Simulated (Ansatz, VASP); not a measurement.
Two plane-wave programs on Al2O3

Contents of INCAR:

```
PREC     = Accurate       # precision mode
ENCUT    = 520            # plane-wave cutoff, eV
EDIFF    = 1E-6           # SCF threshold, eV
ISMEAR   = 0              # smearing method
SIGMA    = 0.02           # smearing width, eV
LREAL    = False          # projectors in reciprocal space
LASPH    = True           # aspherical terms in the spheres
NELM     = 100            # most SCF steps
ALGO     = Normal         # electronic algorithm
ISIF     = 2              # what is computed and relaxed
LWAVE    = False          # write WAVECAR
LCHARG   = False          # write CHGCAR
GGA      = PS             # functional
NBANDS   = 35             # bands
```

The input KPOINTS:

```
Automatic mesh
0
Gamma
  6 6 6
```

The input POSCAR:

```
Al2O3
1.0
    2.3868967441      1.3780754777      4.3382033313
   -2.3868967441      1.3780754777      4.3382033313
    0.0000000000     -2.7561509554      4.3382033313
Al O
4 6
Direct
    0.3520791481      0.3520791481      0.3520791481
    0.1479208519      0.1479208519      0.1479208519
    0.6479208519      0.6479208519      0.6479208519
    0.8520791481      0.8520791481      0.8520791481
    0.5558606233      0.9441393767      0.2500000000
    0.2500000000      0.5558606233      0.9441393767
    0.9441393767      0.2500000000      0.5558606233
    0.4441393767      0.0558606233      0.7500000000
    0.7500000000      0.4441393767      0.0558606233
    0.0558606233      0.7500000000      0.4441393767
```

Input for Ansatz:

```yaml
crystal:
  lattice:
    - [2.3868967441, 1.3780754777, 4.3382033313]
    - [-2.3868967441, 1.3780754777, 4.3382033313]
    - [0.0, -2.7561509554, 4.3382033313]
  atoms:
    - { symbol: Al, position: [0.3520791481, 0.3520791481, 0.3520791481] }
    - { symbol: Al, position: [0.1479208519, 0.1479208519, 0.1479208519] }
    - { symbol: Al, position: [0.6479208519, 0.6479208519, 0.6479208519] }
    - { symbol: Al, position: [0.8520791481, 0.8520791481, 0.8520791481] }
    - { symbol: O, position: [0.5558606233, 0.9441393767, 0.25] }
    - { symbol: O, position: [0.25, 0.5558606233, 0.9441393767] }
    - { symbol: O, position: [0.9441393767, 0.25, 0.5558606233] }
    - { symbol: O, position: [0.4441393767, 0.0558606233, 0.75] }
    - { symbol: O, position: [0.75, 0.4441393767, 0.0558606233] }
    - { symbol: O, position: [0.0558606233, 0.75, 0.4441393767] }
basis:
  ecutwfc: 420
kpoints:
  mp_grid: { grid: [6, 6, 6] }
  band_path: { path: [VBM, CBM], npoints: 2 }
hamiltonian:
  xc: pbesol
scf:
  occupations: { method: gaussian, width: 0.02 }
output:
  forces: true
  stress: true
  eigenvalues: true
```

Alike in both runs: task single point; functional PBEsol; k mesh 6 × 6 × 6; occupations gaussian, width 0.02 eV; no spin polarisation.

|  | VASP | Ansatz |
| --- | --- | --- |
| version | VASP 6.6.1 | Ansatz 0.2.0 |
| potentials or method | VASP PAW PBE potentials, release 64 (Al, O), cutoff 520 eV | scalar-relativistic, plane waves, PAW |
| valence electrons in the cell | 48 | 48 |

Ansatz gave:

- gap on the k mesh at the Fermi level (eV): 6.03
- least direct gap on the mesh (eV): 6.03
- pressure (GPa): 0.0
- traceless stress, the component that is largest in VASP (GPa): 0.00

Q: Which values does VASP return?

A: gap on the k mesh at the Fermi level (eV): 6.04; least direct gap on the mesh (eV): 6.04; pressure (GPa): 0.1; traceless stress, the component that is largest in VASP (GPa): -0.06.

VASP's potentials were made for PBE, not for PBEsol.
